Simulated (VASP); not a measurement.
# Gd (Fm-3m) in VASP: notebook

The runs below take Gd through relaxation of cell and atoms, with PBEsol.

Program: VASP 6.6.1. These are calculated values, not measurements. Logs are shortened: lines on timing, memory, paths and dates and some standing lists are left out, and cuts for length are marked.

## (1) The cell of the first run

Symmetry: Fm-3m, No. 225, cubic system. Conventional cell: a = 4.587 Å, b = 4.587 Å, c = 4.587 Å, α = 90.00°, β = 90.00°, γ = 90.00°. Within 4.3 Å of Gd (site symmetry m-3m) lie 12 Gd at 3.24 Å.

This isn't the form of Gd at room conditions, which is hcp.

## (2) Relaxation of cell and atoms, PBEsol, collinear spin, ferromagnetic start, target pressure 12 GPa, at which the enthalpy is minimised

File INCAR:

```
SYSTEM = Gd
PREC = Accurate
ENCUT = 600
EDIFF = 1E-6
ISMEAR = -1
SIGMA = 0.08
LREAL = .FALSE.
LASPH = .TRUE.
NELM = 150
ALGO = Normal
ISIF = 3
LWAVE = .FALSE.
LCHARG = .FALSE.
ISPIN = 2
MAGMOM = 7
LORBIT = 11
LMAXMIX = 6
GGA = PS
IBRION = 2
NSW = 60
EDIFFG = -0.005
PSTRESS = 120.0
```

File KPOINTS:

```
regular mesh
0
G
  14 14 14
  0 0 0
```

File POSCAR:

```
Gd
1.0
    0.0000000000      2.2936156387      2.2936156387
    2.2936156387      0.0000000000      2.2936156387
    2.2936156387      2.2936156387      0.0000000000
Gd
1
Direct
    0.0000000000      0.0000000000      0.0000000000
```

Potentials or basis: VASP PAW PBE potentials, release 64 (Gd).

The run is started by

```console
$ cat potpaw_PBE.64/Gd/POTCAR > POTCAR
$ mpirun -np 1 vasp_std > vasp.out
```

OUTCAR:

```text
SYSTEM = Gd
   PREC = Accurate
   ENCUT = 600
   EDIFF = 1E-6
   ISMEAR = -1
   LREAL = .FALSE.
   LASPH = .TRUE.
   NELM = 150
   ISIF = 3
   ISPIN = 2
   LORBIT = 11
   GGA = PS
   IBRION = 2
   NSW = 60
   EDIFFG = -0.005
   PSTRESS = 120.0

 ion  position               nearest neighbor table
   1  0.000  0.000  0.000-

  LATTYP: Found a face centered cubic cell.
 ALAT       =     4.5872312774

  Lattice vectors:

 A1 = (   0.0000000000,   2.2936156387,   2.2936156387)
 A2 = (   2.2936156387,   0.0000000000,   2.2936156387)
 A3 = (   2.2936156387,   2.2936156387,   0.0000000000)

Analysis of symmetry for initial positions (statically):
=====================================================================
 Subroutine PRICEL returns:
 Original cell was already a primitive cell.

 Routine SETGRP: Setting up the symmetry group for a
 face centered cubic supercell.

 Subroutine GETGRP returns: Found 48 space group operations
 (whereof 48 operations were pure point group operations)
 out of a pool of 48 trial point group operations.

The static configuration has the point symmetry O_h .

Analysis of symmetry for dynamics (positions and initial velocities):
=====================================================================
 Subroutine PRICEL returns:
 Original cell was already a primitive cell.

 Routine SETGRP: Setting up the symmetry group for a
 face centered cubic supercell.

 Subroutine GETGRP returns: Found 48 space group operations
 (whereof 48 operations were pure point group operations)
 out of a pool of 48 trial point group operations.

The dynamic configuration has the point symmetry O_h .

Analysis of structural, dynamic, and magnetic symmetry:
=====================================================================
 Subroutine PRICEL returns:
 Original cell was already a primitive cell.

 Routine SETGRP: Setting up the symmetry group for a
 face centered cubic supercell.

 Subroutine GETGRP returns: Found 48 space group operations
 (whereof 48 operations were pure point group operations)
 out of a pool of 48 trial point group operations.

The overall configuration has the point symmetry O_h .

 Subroutine INISYM returns: Found 48 space group operations
 (whereof 48 operations are pure point group operations),
 and found     1 'primitive' translations

----------------------------------------------------------------------------------------

                                     Primitive cell

  volume of cell :      24.1319

[... 105 lines left out ...]
     AMIX     =   0.40;   BMIX     =  1.00
     AMIX_MAG =   1.60;   BMIX_MAG =  1.00
  volume/ion in A,a.u.               =      24.13       162.85
  Fermi-wavevector in a.u.,A,eV,Ry     =   1.484687  2.805652 29.991277  2.204297
  Thomas-Fermi vector in A             =   2.598193
   LORBIT       =     11    0 simple, 1 ext, 2 COOP (PROOUT), +10 PAW based schemes
   GGA     = PS    functional components
   LHFCALC =     F    Hartree Fock is set to
   AEXX    =    0.0000 exact exchange contribution
   IVDW    =     0    specifies the selected vdW correction
   LEPSILON=     F    determine dielectric tensor
   LRPA    =     F    only Hartree local field effects (RPA)
 conjugate gradient relaxation of ions
 spin polarized calculation
  energy-cutoff  :      600.00
  volume of cell :       24.13
 maximum number of plane-waves:       825
 NGX is ok and might be reduce to    28
   NGX = 13   NGY = 13   NGZ = 13

--------------------------------------- Ionic step        1  -------------------------------------------

 number of electron      17.9999999 magnetization       7.2348886

 Free energy of the ion-electron system (eV)
  ---------------------------------------------------
  ext. energy  EPLUGINS =         0.00000000
  ---------------------------------------------------
  free energy    TOTEN  =       -11.81203471 eV

  energy without entropy =      -11.78094535  energy(sigma->0) =      -11.79649003

------------------------ aborting loop because EDIFF is reached ----------------------------------------

  FORCE on cell =-STRESS in cart. coord.  units (eV):
  Direction    XX          YY          ZZ          XY          YZ          ZX
  --------------------------------------------------------------------------------------
  -------------------------------------------------------------------------------------
  Total        1.8743372      1.8743372      1.8743372      0.0000000      0.0000000      0.0000000
  in kB      124.4418315    124.4418315    124.4418315      0.0000000      0.0000000      0.0000000
  external PRESSURE =       4.4418315 kB  Pullay stress =     120.0000000 kB
[... 94 lines left out ...]
  energy  without entropy=      -11.7889670148  energy(sigma->0) =      -11.80456250

  enthalpy is  TOTEN    =       -10.0047317858 eV   P V=        1.8154261967

[... ionic steps 4 to 11 ...]

--------------------------------------- Ionic step       12  -------------------------------------------

 number of electron      17.9999998 magnetization       7.2368480

------------------------ aborting loop because EDIFF is reached ----------------------------------------
[... 69 lines left out ...]
--------------------------------------- Ionic step       14  -------------------------------------------

 number of electron      17.9999998 magnetization       7.2372505

 Free energy of the ion-electron system (eV)
  ---------------------------------------------------
  ext. energy  EPLUGINS =         0.00000000
  ---------------------------------------------------
  free energy    TOTEN  =       -11.81976434 eV

  energy without entropy =      -11.78856460  energy(sigma->0) =      -11.80416447

 E-fermi :   4.4479     XC(G=0): -11.6197

 val. band max:        4.4477609368   @ k =   0.2857   0.1429   0.0000
 cond. band min:       4.4505183784   @ k =   0.4286   0.2143   0.0000
 fundamental gap:      0.0027574416
 Fermi energy:         4.4478591058

 spin component 1

 k-point     1 :       0.0000    0.0000    0.0000
  band No.  band energies     occupation
      1     -40.3181      1.00000
      2     -16.8492      1.00000
      3     -16.8492      1.00000
      4     -16.8492      1.00000
      5      -0.7899      1.00000
      6       0.0691      1.00000
[... 459 lines left out ...]
      6       0.2109      1.00000
[... 9 lines left out ...]
     16       8.5639      0.00000
     17      10.3446      0.00000

 [... further k-points ...]

 spin component 2

 k-point     1 :       0.0000    0.0000    0.0000
  band No.  band energies     occupation
      1     -37.2273      1.00000
      2     -14.4803      1.00000
      3     -14.4803      1.00000
      4     -14.4803      1.00000
      5       0.0215      1.00000
      6       4.9430      0.00205
[... 503 lines left out ...]
  energy  without entropy=      -11.7885646025  energy(sigma->0) =      -11.80416447

  enthalpy is  TOTEN    =       -10.0047308123 eV   P V=        1.8150335314

 reached required accuracy - stopping structural energy minimisation

 total charge

# of ion       s       p       d       f       tot
--------------------------------------------------
    1        2.091   5.519   0.782   6.991  15.382

 magnetization (x)

# of ion       s       p       d       f       tot
--------------------------------------------------
    1        0.008  -0.043   0.134   6.767   6.866
```

CONTCAR:

```text
Gd
   1.00000000000000
     0.0000000000000000    2.2968254821697696    2.2968254821697696
     2.2968254821697696   -0.0000000000000000    2.2968254821697696
     2.2968254821697696    2.2968254821697696   -0.0000000000000000
  Gd
     1
Direct
     0.0000000000000000    0.0000000000000000    0.0000000000000000

  0.00000000E+00  0.00000000E+00  0.00000000E+00
```

Wall time 9.8 min (1 thread of Intel Xeon 6975P-C (Granite Rapids), shared host); peak memory 0.27 GiB.

Results:

```yaml
Free_energy: -11.8198 eV
Relaxed_volume: 24.23 Å³/atom
Relaxed_cell: a = 3.248 Å, b = 3.248 Å, c = 3.248 Å, α = 60.00°, β = 60.00°, γ = 60.00°
Space_group_after_relaxing_to_0.1_Å: Fm-3m (No. 225)
Energy_change_on_relaxing_the_run_minimises_the_enthalpy: -7.7 meV/atom
Ionic_steps: 14
Pressure_after_relaxing: 12.0 GPa
Net_moment: 7.24 μB per cell
Site_moments: Gd +6.87 μB
Valence_electrons_inside_the_program's_atomic_spheres: Gd 15.38
```

The path:
```
step  energy change (eV)  largest force (eV/Å)  pressure (GPa)  volume (Å³)
   1              0.0000                0.0000           12.44        24.13
   2             -0.0176                0.0000           11.76        24.37
   3             -0.0081                0.0000           12.15        24.24
   4             -0.0118                0.0000           11.77        24.29
   5             -0.0096                0.0000           12.07        24.26
   6             -0.0106                0.0000           12.11        24.27
   7             -0.0112                0.0000           12.11        24.28
   8             -0.0115                0.0000           11.95        24.28
   9             -0.0098                0.0000           11.66        24.26
  10             -0.0046                0.0000           12.29        24.19
  11             -0.0070                0.0000           12.37        24.22
  12             -0.0085                0.0000           11.90        24.24
  13             -0.0080                0.0000           11.96        24.24
  14             -0.0077                0.0000           12.03        24.23
```

Final structure:
```
Gd
1.0
     0.00000    2.29683    2.29683
     2.29683    0.00000    2.29683
     2.29683    2.29683    0.00000
Gd
1
Direct
  0.00000 0.00000 0.00000
```

Levels at points of the mesh, in eV from the Fermi level:
Spin up:
```csv
k point,band 11,band 12,band 13,band 14,band 15,band 16
"(0.00, 0.00, 0.00)",-3.98,-3.98,1.63,1.63,1.63,4.85
"(0.50, 0.00, 0.00)",-3.97,-2.89,1.34,1.34,2.61,7.38
"(0.50, 0.50, 0.00)",-4.03,-3.14,-2.23,4.76,7.43,8.18
```
Spin down:
```csv
k point,band 1,band 2,band 3,band 4,band 5,band 6,band 7,band 8,band 9,band 10
"(0.00, 0.00, 0.00)",-41.68,-18.93,-18.93,-18.93,-4.43,0.50,0.90,0.90,0.90,1.39
"(0.50, 0.00, 0.00)",-41.39,-21.06,-19.19,-19.19,-2.08,0.55,0.94,0.94,1.08,1.28
"(0.50, 0.50, 0.00)",-41.30,-20.90,-19.68,-19.68,-2.46,-1.43,0.98,1.01,1.01,1.05
```

Caveat: the cell is relaxed towards a set pressure, so the run minimises the enthalpy, not the energy; the PAW data sets were made with another functional, which shifts forces and pressure a little; spin-orbit coupling is left out, which moves the levels of the heavy elements; semilocal functionals describe open f shells poorly, which spoils levels, moments and volumes. The state reached can hang on the start; a lower one may exist.

## (3) Relaxation of cell and atoms, PBEsol, collinear spin, ferromagnetic start, target pressure 12 GPa, at which the enthalpy is minimised

This run uses another cell than the first one, of 24.21 Å³/atom.

File INCAR:

```
SYSTEM = Gd
PREC = Accurate
ENCUT = 600
EDIFF = 1E-6
ISMEAR = -1
SIGMA = 0.08
LREAL = .False.
LASPH = .True.
NELM = 150
ALGO = Normal
ISIF = 3
LWAVE = .False.
LCHARG = .False.
ISPIN = 2
MAGMOM = 7
LORBIT = 11
LMAXMIX = 6
GGA = PS
IBRION = 2
NSW = 32
EDIFFG = -0.005
PSTRESS = 120.0
```

File KPOINTS:

```
Automatic mesh
0
Gamma
  14 14 14
  0 0 0
```

File POSCAR:

```
Gd
1.0
    0.0000000000      2.2960142125      2.2960142125
    2.2960142125      0.0000000000      2.2960142125
    2.2960142125      2.2960142125      0.0000000000
Gd
1
Direct
    0.0000000000      0.0000000000      0.0000000000
```

Potentials or basis: VASP PAW PBE potentials, release 64 (Gd).

The run is started by

```console
$ cat potpaw_PBE.64/Gd/POTCAR > POTCAR
$ mpirun -np 1 vasp_std > vasp.out
```

Run time: 2.3 min. Hardware: 1 thread of Intel Xeon 6975P-C (Granite Rapids), shared host; peak memory 0.26 GiB.

The run converged. Its results:

```
Free energy                                           : -11.8179 eV
Pressure after relaxing                               : 12.0 GPa
Net moment                                            : 7.24 μB per cell
Site moments                                          : Gd +6.87 μB
Valence electrons inside the program's atomic spheres : Gd 15.38
```

Final structure:
```
Gd
1.0
     0.00000    2.29601    2.29601
     2.29601    0.00000    2.29601
     2.29601    2.29601    0.00000
Gd
1
Direct
  0.00000 0.00000 0.00000
```

Levels at points of the mesh, in eV from the Fermi level:
Spin up:
| k point | band 10 | band 11 | band 12 | band 13 | band 14 | band 15 | band 16 | band 17 |
| --- | --- | --- | --- | --- | --- | --- | --- | --- |
| (0.00, 0.00, 0.00) | -3.98 | -3.98 | -3.98 | 1.63 | 1.63 | 1.63 | 4.85 | 4.85 |
| (0.50, 0.00, 0.00) | -4.03 | -3.97 | -2.89 | 1.34 | 1.34 | 2.62 | 7.39 | 7.39 |
| (0.50, 0.50, 0.00) | -4.06 | -4.03 | -3.14 | -2.23 | 4.77 | 7.44 | 8.19 | 8.19 |
Spin down:
```
           k point  band 2  band 3  band 4  band 5  band 6  band 7  band 8  band 9
(0.00, 0.00, 0.00)  -18.92  -18.92  -18.92   -4.43    0.50    0.90    0.90    0.90
(0.50, 0.00, 0.00)  -21.06  -19.19  -19.19   -2.08    0.55    0.94    0.94    1.08
(0.50, 0.50, 0.00)  -20.90  -19.67  -19.67   -2.47   -1.43    0.99    1.02    1.02
```

Caveat: the relaxation stopped at its first step, so nothing moved; the cell is relaxed towards a set pressure, so the run minimises the enthalpy, not the energy; the PAW data sets were made with another functional, which shifts forces and pressure a little; spin-orbit coupling is left out, which moves the levels of the heavy elements; semilocal functionals describe open f shells poorly, which spoils levels, moments and volumes.
